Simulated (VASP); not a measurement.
Input of a VASP 6.6.1 run:

POSCAR

```
Tl
1.0
    0.0000000000      3.3321408732      3.3321408732
    3.3321408732      0.0000000000      3.3321408732
    3.3321408732      3.3321408732      0.0000000000
Tl
2
Direct
    0.1250000000      0.1250000000      0.1250000000
    0.8750000000      0.8750000000      0.8750000000
```

The input INCAR.step1:

```
  PREC = Accurate
  ENCUT = 550
  ISMEAR = -1
  SIGMA = 0.1
  LREAL = F
  LASPH = T
  NELM = 120
  NBANDS = 20
  GGA = PE
  ALGO = Normal
  EDIFF = 1E-5
  LWAVE = T
  LCHARG = F
  GGA_COMPAT = F
```

File INCAR.step2:

```
  PREC = Accurate
  ENCUT = 550
  EDIFF = 1E-6
  ISMEAR = -1
  SIGMA = 0.1
  LREAL = F
  LASPH = T
  NELM = 120
  ALGO = Normal
  ISIF = 2
  LWAVE = F
  LCHARG = F
  METAGGA = R2SCAN
  LMIXTAU = T
  NBANDS = 20
  ISTART = 1
  GGA_COMPAT = F
```

KPOINTS

```
regular mesh
0
Gamma
  9 9 9
```

Potentials or basis: VASP PAW PBE potentials, release 64 (Tl_d).

The run is started by

```sh
$ cat potpaw_PBE.64/Tl_d/POTCAR > POTCAR
$ cp INCAR.step1 INCAR
$ mpirun -np 1 vasp_std > vasp.out
$ cp INCAR.step2 INCAR
$ mpirun -np 1 vasp_std > vasp.out
```

(1) Predict the band gap on the k mesh.

(2) What does it give for the pressure?

## Answers

(1) zero (bands 13 and 14 overlap by 3.61 eV).

(2) 3.2 GPa.

Caveat: the cell stands under pressure; the PAW data sets were made with another functional, which shifts forces and pressure a little; spin-orbit coupling is left out, which moves the levels of the heavy elements.
